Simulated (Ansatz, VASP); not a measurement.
Ge: VASP beside Ansatz

```xyz
4
Lattice="2.7132 -3.4248 0.0000 2.7132 3.4248 0.0000 0.0000 0.0000 6.1024" Properties=species:S:1:pos:R:3 pbc="T T T"
Ge    1.7369    0.0000    4.0278
Ge    3.6895    0.0000    4.0278
Ge    2.7132   -1.7124    3.1859
Ge    2.7132    1.7124    3.1859
```

Alike in both runs: task relaxation of cell and atoms; functional PBE; k mesh 4 × 4 × 4; occupations gaussian, width 0.1 eV; no spin polarisation.

```csv
,VASP,Ansatz
version,VASP 6.6.1,Ansatz 0.2.0
potentials or method,"VASP PAW PBE potentials, release 64 (Ge_d), cutoff 600 eV","scalar-relativistic, plane waves, PAW"
valence electrons in the cell,56,56
```

VASP gave:

- gap on the k mesh at the Fermi level, each at its own relaxed structure (eV): none
- relaxed volume (Å³/atom): 19.76
- relaxed length of the cell vector where the two differ most in proportion (Å): 4.238

**Question.** What did Ansatz give for the same quantities?

**Answer.** gap on the k mesh at the Fermi level, each at its own relaxed structure (eV): none; relaxed volume (Å³/atom): 19.41; relaxed length of the cell vector where the two differ most in proportion (Å): 3.522.

A gap of «none» marks a metal or a gap that the smearing closes. One of these differences is far larger than is usual between the two programs; its cause wasn't traced.

The k mesh is coarse, so the values compare programs but aren't converged. Noted on VASP's run: the volume moved by over 15 % at a fixed basis, so the end points are rough.
